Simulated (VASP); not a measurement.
# MgSe (Fm-3m) in VASP: elastic constants with r2SCAN

Aim: the elastic constants of MgSe with r2SCAN.

Everything below comes from runs of VASP 6.6.1. Logs are shortened: lines on timing, memory, paths and dates and some standing lists are left out, and cuts for length are marked.

**1. The cell of the first run**

It takes space group Fm-3m (No. 225, cubic). Conventional cell: a = 5.446 Å, b = 5.446 Å, c = 5.446 Å, α = 90.00°, β = 90.00°, γ = 90.00°. Within 3.6 Å of Mg (site symmetry m-3m) lie 6 Se at 2.72 Å. Se (site symmetry m-3m) has 6 Mg at 2.72 Å within 3.6 Å.

**2. Elastic constants, r2SCAN**

File INCAR:

```
SYSTEM = MgSe
ALGO = Normal ; EDIFF = 1E-8
ENCUT = 660 ; GGA_COMPAT = .FALSE.
IBRION = 6 ; ISIF = 3
ISMEAR = 0 ; LASPH = .TRUE.
LCHARG = .FALSE. ; LMIXTAU = .TRUE.
LREAL = .FALSE. ; LWAVE = .FALSE.
METAGGA = R2SCAN ; NELM = 120
NFREE = 2 ; NSW = 1
POTIM = 0.015 ; PREC = Accurate
SIGMA = 0.01
```

File KPOINTS:

```
k-points
0
G
  8 8 8
  0 0 0
```

File POSCAR:

```
MgSe
1.0
    0.0000000000      2.7228452135      2.7228452135
    2.7228452135      0.0000000000      2.7228452135
    2.7228452135      2.7228452135      0.0000000000
Mg Se
1 1
Direct
    0.0000000000      0.0000000000      0.0000000000
    0.5000000000      0.5000000000      0.5000000000
```

Potentials or basis: VASP PAW PBE potentials, release 64 (Mg, Se).

The run is started by

```console
cat potpaw_PBE.64/Mg/POTCAR potpaw_PBE.64/Se/POTCAR > POTCAR
mpirun -np 1 vasp_std > vasp.out
```

OUTCAR:

```text
SYSTEM = MgSe
   EDIFF = 1E-8
   ENCUT = 660
   IBRION = 6
   ISIF = 3
   ISMEAR = 0
   LASPH = .TRUE.
   LREAL = .FALSE.
   METAGGA = R2SCAN
   NELM = 120
   NFREE = 2
   NSW = 1
   POTIM = 0.015
   PREC = Accurate

 ion  position               nearest neighbor table
   1  0.000  0.000  0.000-   2 2.72   2 2.72   2 2.72   2 2.72   2 2.72   2 2.72
   2  0.500  0.500  0.500-   1 2.72   1 2.72   1 2.72   1 2.72   1 2.72   1 2.72

  LATTYP: Found a face centered cubic cell.
 ALAT       =     5.4456904270

  Lattice vectors:

 A1 = (   0.0000000000,   2.7228452135,   2.7228452135)
 A2 = (   2.7228452135,   0.0000000000,   2.7228452135)
 A3 = (   2.7228452135,   2.7228452135,   0.0000000000)

Analysis of symmetry for initial positions (statically):
=====================================================================
 Subroutine PRICEL returns:
 Original cell was already a primitive cell.

 Routine SETGRP: Setting up the symmetry group for a
 face centered cubic supercell.

 Subroutine GETGRP returns: Found 48 space group operations
 (whereof 48 operations were pure point group operations)
 out of a pool of 48 trial point group operations.

The static configuration has the point symmetry O_h .

Analysis of symmetry for dynamics (positions and initial velocities):
=====================================================================
 Subroutine PRICEL returns:
 Original cell was already a primitive cell.

 Routine SETGRP: Setting up the symmetry group for a
 face centered cubic supercell.

 Subroutine GETGRP returns: Found 48 space group operations
 (whereof 48 operations were pure point group operations)
 out of a pool of 48 trial point group operations.

The dynamic configuration has the point symmetry O_h .

 Subroutine INISYM returns: Found 48 space group operations
 (whereof 48 operations are pure point group operations),
 and found     1 'primitive' translations

----------------------------------------------------------------------------------------

                                     Primitive cell

  volume of cell :      40.3737

  direct lattice vectors                    reciprocal lattice vectors
     0.000000000  2.722845213  2.722845213    -0.183631445  0.183631445  0.183631445
     2.722845213  0.000000000  2.722845213     0.183631445 -0.183631445  0.183631445
     2.722845213  2.722845213  0.000000000     0.183631445  0.183631445 -0.183631445

  length of vectors
     3.850684629  3.850684629  3.850684629     0.318058992  0.318058992  0.318058992

  position of ions in fractional coordinates (direct lattice)
     0.000000000  0.000000000  0.000000000
     0.500000000  0.500000000  0.500000000

  ion indices of the primitive-cell ions
   primitive index   ion index
                 1           1
                 2           2

----------------------------------------------------------------------------------------

 KPOINTS: k-points

Automatic generation of k-mesh.
 Grid dimensions read from file:
 generate k-points for:    8    8    8

 Generating k-lattice:

  Cartesian coordinates                     Fractional coordinates (reciprocal lattice)
[... 106 lines left out ...]
  ---------------------------------------------------
  free energy    TOTEN  =       -21.38070182 eV

  energy without entropy =      -21.38070182  energy(sigma->0) =      -21.38070182

------------------------ aborting loop because EDIFF is reached ----------------------------------------

  FORCE on cell =-STRESS in cart. coord.  units (eV):
  Direction    XX          YY          ZZ          XY          YZ          ZX
  --------------------------------------------------------------------------------------
  -------------------------------------------------------------------------------------
  Total        0.1710369      0.1710369      0.1710369      0.0000000     -0.0000000      0.0000000
  in kB        6.7873721      6.7873721      6.7873721      0.0000000     -0.0000000      0.0000000
  external PRESSURE =       6.7873721 kB  Pullay stress =       0.0000000 kB
[... 89 lines left out ...]
  FREE ENERGIE OF THE ION-ELECTRON SYSTEM (eV)
  ---------------------------------------------------
  free  energy   TOTEN  =       -21.3741854519 eV

  energy  without entropy=      -21.3741854519  energy(sigma->0) =      -21.37418545

[... ionic steps 4 to 14 ...]

--------------------------------------- Ionic step       15  -------------------------------------------

 number of electron       8.0000000 magnetization

------------------------ aborting loop because EDIFF is reached ----------------------------------------
[... 67 lines left out ...]
--------------------------------------- Ionic step       17  -------------------------------------------

 number of electron       8.0000000 magnetization

 Free energy of the ion-electron system (eV)
  ---------------------------------------------------
  ext. energy  EPLUGINS =         0.00000000
  ---------------------------------------------------
  free energy    TOTEN  =       -21.38042212 eV

  energy without entropy =      -21.38042212  energy(sigma->0) =      -21.38042212

 E-fermi :   3.0674     XC(G=0):  -9.8689

 val. band max:        2.9938092369   @ k =   0.0000   0.0000   0.0000
 cond. band min:       5.4600177834   @ k =   0.5000   0.5000   0.0000
 fundamental gap:      2.4662085465
 Fermi energy:         3.0674465346

 k-point     1 :       0.0000    0.0000    0.0000
  band No.  band energies     occupation
      1     -10.4111      2.00000
      2       2.9934      2.00000
      3       2.9938      2.00000
      4       2.9938      2.00000
      5       6.5107      0.00000
      6      11.0172      0.00000
      7      11.0172      0.00000
      8      11.0177      0.00000
[... 243 lines left out ...]
 k-point    24 :      -0.3750    0.2500    0.1250
  band No.  band energies     occupation
      1      -9.0661      2.00000
      2      -1.4721      2.00000
      3       0.7451      2.00000
      4       1.7595      2.00000
      5       8.3916      0.00000
      6       9.1057      0.00000
      7      11.4563      0.00000
      8      12.8860      0.00000

 [... further k-points ...]

------------------------ aborting loop because EDIFF is reached ----------------------------------------

  FORCE on cell =-STRESS in cart. coord.  units (eV):
  Direction    XX          YY          ZZ          XY          YZ          ZX
  --------------------------------------------------------------------------------------
  -------------------------------------------------------------------------------------
  Total        0.1764692      0.1705846      0.1705846      0.0000000     -0.0000000     -0.0000000
  in kB        7.0029435      6.7694209      6.7694209      0.0000000     -0.0000000     -0.0000000
  external PRESSURE =       6.8472618 kB  Pullay stress =       0.0000000 kB
[... 17 lines left out ...]
  FREE ENERGIE OF THE ION-ELECTRON SYSTEM (eV)
  ---------------------------------------------------
  free  energy   TOTEN  =       -21.3804221167 eV

  energy  without entropy=      -21.3804221167  energy(sigma->0) =      -21.38042212

 INTERNAL STRAIN TENSORS FROM STRAINED CELLS
 ============================================

 INTERNAL STRAIN TENSOR FOR ION    1 for displacements in x,y,z  (eV/Angst):
          X           Y           Z          XY          YZ          ZX
  --------------------------------------------------------------------------------
  x    -0.00000     0.00000     0.00000    -0.00000     0.00000     0.00000
  y    -0.00000     0.00000     0.00000    -0.00000     0.00000     0.00000
  z     0.00000    -0.00000     0.00000     0.00000     0.00000     0.00000

 INTERNAL STRAIN TENSORS FROM DISPLACED ATOMS
 ============================================

 INTERNAL STRAIN TENSOR FOR ION    1 for displacements in x,y,z  (eV/Angst):
          X           Y           Z          XY          YZ          ZX
  --------------------------------------------------------------------------------
  x     0.00000     0.00000     0.00000     0.00000     0.00000     0.00000
  y     0.00000     0.00000     0.00000     0.00000     0.00000     0.00000
  z     0.00000     0.00000     0.00000     0.00000     0.00000     0.00000

 INTERNAL STRAIN TENSOR FOR ION    2 for displacements in x,y,z  (eV/Angst):
          X           Y           Z          XY          YZ          ZX
  --------------------------------------------------------------------------------
  x     0.00000     0.00000     0.00000     0.00000     0.00000     0.00000
  y     0.00000     0.00000     0.00000     0.00000     0.00000     0.00000
  z     0.00000     0.00000     0.00000     0.00000     0.00000     0.00000

 Eigenvectors and eigenvalues of the dynamical matrix
 ----------------------------------------------------

   1 f  =    5.712917 THz    35.895317 2PiTHz  190.562402 cm-1    23.626716 meV
             X         Y         Z           dx          dy          dz
      0.000000  0.000000  0.000000     0.877251    0.000000    0.000000
      2.722845  2.722845  2.722845    -0.480033    0.000000    0.000000
[... 21 lines left out ...]
   6 f/i=    0.033343 THz     0.209502 2PiTHz    1.112214 cm-1     0.137897 meV
             X         Y         Z           dx          dy          dz
      0.000000  0.000000  0.000000    -0.141469   -0.425362    0.171712
      2.722845  2.722845  2.722845    -0.258531   -0.777341    0.313800

--------------------------------------------------------------------------------------------------------

 ELASTIC MODULI CONTR FROM IONIC RELAXATION (kBar)
 Direction    XX          YY          ZZ          XY          YZ          ZX
 --------------------------------------------------------------------------------
 XX           0.0000      0.0000      0.0000      0.0000      0.0000      0.0000
 YY           0.0000      0.0000      0.0000      0.0000      0.0000      0.0000
 ZZ           0.0000      0.0000      0.0000      0.0000      0.0000      0.0000
 XY           0.0000      0.0000      0.0000      0.0000      0.0000      0.0000
 YZ           0.0000      0.0000      0.0000      0.0000      0.0000      0.0000
 ZX           0.0000      0.0000      0.0000      0.0000      0.0000      0.0000
 --------------------------------------------------------------------------------

 TOTAL ELASTIC MODULI (kBar)
 Direction    XX          YY          ZZ          XY          YZ          ZX
 --------------------------------------------------------------------------------
 XX        1320.5983    380.8602    380.8602      0.0000     -0.0000      0.0000
 YY         380.8602   1320.5983    380.8602      0.0000      0.0000     -0.0000
 ZZ         380.8602    380.8602   1320.5983     -0.0000      0.0000     -0.0000
 XY           0.0000      0.0000     -0.0000    495.9800      0.0000      0.0000
 YZ          -0.0000      0.0000      0.0000      0.0000    495.9800      0.0000
 ZX           0.0000     -0.0000     -0.0000      0.0000      0.0000    495.9800
 --------------------------------------------------------------------------------
```

Run time: 13 min. Hardware: 1 thread of Intel Xeon 6975P-C (Granite Rapids), shared host; peak memory 0.31 GiB.

What came out:

```
Elastic constants C11, C12, C44                         : 132, 38, 50 GPa
Voigt bulk modulus                                      : 69 GPa
Highest phonon frequency at Γ, LO-TO splitting left out : 191 cm⁻¹
```

Phonon frequencies in cm⁻¹ (negative: imaginary):
| q point | frequencies |
| --- | --- |
| (0.000, 0.000, 0.000) | -1 -1 -1 191 191 191 |

Elastic tensor in Voigt notation (GPa, in the Cartesian axes of the cell as first typed):
```
132  38  38   0   0   0
 38 132  38   0   0   0
 38  38 132   0   0   0
  0   0   0  50   0   0
  0   0   0   0  50   0
  0   0   0   0   0  50
```

Clamped-ion elastic tensor (GPa):
```
132  38  38   0   0   0
 38 132  38   0   0   0
 38  38 132   0   0   0
  0   0   0  50   0   0
  0   0   0   0  50   0
  0   0   0   0   0  50
```

Caveat: the PAW data sets were made with another functional, which shifts forces and pressure a little.
